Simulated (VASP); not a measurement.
GaSb, 2 atoms in the cell. The structure is tetragonal, space group I-4m2 (No. 119). Conventional cell: a = 4.071 Å, b = 4.071 Å, c = 6.909 Å, α = 90.00°, β = 90.00°, γ = 90.00°. Ga (site symmetry -4m2) has 4 Sb at 2.67 Å within 3.5 Å. Within 3.5 Å of Sb (site symmetry -4m2) lie 4 Ga at 2.67 Å.  This cell differs from its parent crystal: ratio of the length along z to the lengths across it x 1.2, volume and fractional coordinates fixed.

```yaml
Program: VASP 6.6.1
Task: single point
Functional: LDA
Potentials_or_basis: VASP PAW LDA potentials, release 64 (Ga_d, Sb)
Cutoff: 520 eV
k_mesh: 16 × 16 × 16
Occupations: gaussian, width 0.15 eV
Spin: no spin polarisation
Dipole_correction: no
Further_INCAR_settings: ALGO = Normal; EDIFF = 1e-06; NBANDS = 16
```

Potentials or basis: VASP PAW LDA potentials, release 64 (Ga_d, Sb).

Launch:

```console
$ cat potpaw_LDA.64/Ga_d/POTCAR potpaw_LDA.64/Sb/POTCAR > POTCAR
$ mpirun -np 1 vasp_std > vasp.out
```

Hardware: 1 thread of AMD EPYC 9R45 96-Core Processor (Zen 5) (shared host).

Q: How long does it take, and how much memory?

A: It took 2.6 min on 1 thread of AMD EPYC 9R45 96-Core Processor (Zen 5), with other jobs on the host, peak memory 0.4 GiB. Counts: scf iterations 12, k points 349.
